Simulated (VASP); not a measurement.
PbSe2:

```xyz
6
Lattice="6.5823 0.0000 0.0000 0.0000 6.5823 0.0000 0.0000 0.0000 4.3443" Properties=species:S:1:pos:R:3 pbc="T T T"
Pb    0.0000    0.0000    0.0000
Pb    3.2911    3.2911    2.1722
Se    2.0076    2.0076    0.0000
Se    1.2835    5.2987    2.1722
Se    5.2987    1.2835    2.1722
Se    4.5747    4.5747    0.0000
```

- Program: VASP 6.6.1
- Task: relaxation of cell and atoms
- Functional: PBEsol
- Potentials or basis: VASP PAW PBE potentials, release 64 (Pb_d, Se)
- Cutoff: 600 eV
- k mesh: 4 × 4 × 6
- Occupations: fermi-dirac, width 0.03 eV
- Spin: no spin polarisation

At the start: pressure -1.4 GPa; volume 31.37 Å³/atom.

Task: Where does the relaxation end?

Result: Over 10 steps the energy falls by 5.1 meV/atom and the volume is 30.37 Å³/atom (-3.2 %); space group P4_2/mnm (No. 136, to 0.05 Å).

Step by step:
```csv
step,energy change (eV),largest force (eV/Å),pressure (GPa),volume (Å³)
1,0.0000,0.0492,-1.38,188.22
2,-0.0259,0.1103,0.37,180.95
3,-0.0273,0.0991,0.01,182.24
4,-0.0288,0.0646,0.02,182.15
5,-0.0297,0.0254,0.02,181.89
6,-0.0299,0.0008,0.03,181.96
7,-0.0302,0.0021,-0.01,182.15
8,-0.0305,0.0064,-0.11,182.63
9,-0.0307,0.0042,-0.08,182.53
10,-0.0309,0.0025,0.02,182.23
```

Final structure:
```
Pb Se
1.0
     6.54768    0.00000    0.00000
     0.00000    6.54768    0.00000
     0.00000    0.00000    4.25062
Pb Se
2 4
Cartesian
  0.0000 6.5477 0.0000
  3.2738 3.2738 2.1253
  1.9836 1.9836 0.0000
  1.2902 5.2574 2.1253
  5.2574 1.2902 2.1253
  4.5641 4.5641 0.0000
```

Caveat: the PAW data sets were made with another functional, which shifts forces and pressure a little.
